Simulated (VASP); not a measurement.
A run of VASP 6.6.1:

File INCAR:

```
SYSTEM = CdF2
ALGO = Normal
EDIFF = 1E-6
ENCUT = 520
ISIF = 2
ISMEAR = -1
LASPH = .TRUE.
LCHARG = .FALSE.
LREAL = .FALSE.
LWAVE = .FALSE.
NBANDS = 20
NELM = 100
PREC = Accurate
SIGMA = 0.02
```

File KPOINTS:

```
k-points
0
G
  8 8 8
  0 0 0
```

The input POSCAR:

```
CdF2
1.0
    0.0269400000      2.7074700000      2.7074700000
    2.7074700000      0.0269400000      2.7074700000
    2.7074700000      2.7074700000      0.0269400000
Cd F
1 2
Direct
    0.0000000000      0.0000000000      0.0000000000
    0.2500000000      0.2500000000      0.2500000000
    0.7500000000      0.7500000000      0.7500000000
```

Potentials or basis: VASP PAW LDA potentials, release 64 (Cd, F).

Run with:

```console
$ cat potpaw_LDA.64/Cd/POTCAR potpaw_LDA.64/F/POTCAR > POTCAR
$ mpirun -np 1 vasp_std > vasp.out
```

Hardware: 1 thread of Intel Xeon 8259CL, with other jobs on the host.

Estimate the wall time of this run.

It took 76 s on 1 thread of Intel Xeon 8259CL, on a shared host, peak memory 0.17 GiB. Counts: scf iterations 13, k points 65.
